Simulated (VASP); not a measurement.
Crystal: NaCl.

```
CELL_PARAMETERS angstrom
-0.05834 -0.04498 3.73241
1.90301 -3.60395 0.01265
5.79787 3.65261 -0.13682
ATOMIC_POSITIONS crystal
Na 0.50984 0.24865 0.24853
Na 0.49717 0.75454 0.75443
Cl 0.99296 0.99473 0.00137
Cl 0.00002 0.50208 0.49566
```

* Program: VASP 6.6.1
* Task: relaxation of cell and atoms
* Functional: PBE
* Potentials or basis: VASP PAW PBE potentials, release 64 (Na_pv, Cl)
* Cutoff: 600 eV
* k mesh: 4 × 4 × 2
* Occupations: gaussian, width 0.1 eV
* Spin: no spin polarisation

At the start: pressure 1.4 GPa; volume 25.97 Å³/atom.

Problem. How do energy, volume and symmetry change on relaxing?

Solution. Over 44 steps the energy falls by 142.6 meV/atom and the volume is 23.12 Å³/atom (-11.0 %); space group Fm-3m (No. 225, to 0.05 Å).

Step by step:
```tsv
step	energy change (eV)	largest force (eV/Å)	pressure (GPa)	volume (Å³)
1	0.0000	0.1885	1.35	103.89
3	-0.0399	0.0782	-0.23	109.57
5	-0.0437	0.0625	-0.11	109.10
7	-0.0481	0.0234	0.01	108.75
9	-0.0619	0.1116	-0.21	109.23
11	-0.1300	0.5679	-0.81	109.08
13	-0.1288	0.6757	-0.83	108.74
15	-0.1321	0.7121	-0.85	108.54
17	-0.1337	0.7210	-0.88	108.57
19	-0.1387	0.7566	-0.97	108.66
21	-0.1459	0.7975	-1.07	108.58
23	-0.1826	0.7463	-1.10	107.57
25	-0.3019	0.5593	-1.05	103.20
27	-0.3416	0.4444	-0.79	99.85
29	-0.4562	0.3042	-0.15	95.21
31	-0.5014	0.2473	0.86	90.78
33	-0.5219	0.1952	0.35	92.37
35	-0.5367	0.1449	-0.24	94.27
37	-0.5279	0.2451	0.91	89.90
39	-0.5604	0.1011	0.03	92.44
41	-0.5671	0.0745	-0.07	92.64
43	-0.5700	0.0359	0.11	91.85
44	-0.5704	0.0192	-0.06	92.49
```

Final structure:
```cif
data_structure
_symmetry_space_group_name_H-M 'P 1'
_symmetry_Int_Tables_number 1
_cell_length_a 4.0247
_cell_length_b 4.0235
_cell_length_c 6.9848
_cell_angle_alpha 89.837
_cell_angle_beta 106.798
_cell_angle_gamma 60.201
_cell_volume 92.49
loop_
_atom_site_label
_atom_site_type_symbol
_atom_site_fract_x
_atom_site_fract_y
_atom_site_fract_z
_atom_site_occupancy
Na1 Na 0.50097 0.25001 0.25023 1
Na2 Na 0.50017 0.74939 0.74978 1
Cl1 Cl 0.00172 0.99801 0.99977 1
Cl2 Cl 0.99713 0.50260 0.50023 1
```

Caveat: the k points lie up to 0.48 Å⁻¹ apart in the final cell.
